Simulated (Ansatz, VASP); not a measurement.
PbS: VASP beside Ansatz

```
Pb S
1.0
     0.00000    3.09537    3.09537
     3.09537    0.00000    3.09537
     3.09537    3.09537    0.00000
Pb S
1 1
Direct
  0.00000 0.00000 0.00000
  0.50000 0.50000 0.50000
```

Change from the starting cell: hydrostatic strain +3.6%.

Alike in both runs: task single point; functional r2SCAN; k mesh 8 × 8 × 8; no spin polarisation.

|  | VASP | Ansatz |
| --- | --- | --- |
| version | VASP 6.6.1 | Ansatz 0.2.0 |
| potentials or method | VASP PAW PBE potentials, release 64 (Pb_d, S) | plane waves, PAW |
| plane-wave cutoff (eV) | 520 | 500 |
| occupations | gaussian, width 0.01 eV | fixed |
| valence electrons in the cell | 20 | 20 |

```csv
,VASP,Ansatz,Ansatz less VASP
gap on the k mesh at the Fermi level (eV),1.02,1.02,-0.007
pressure (GPa),-4.9,-4.9,+0.03
```

VASP's potentials were made for PBE, not for r2SCAN.

Spin-orbit coupling is off throughout.
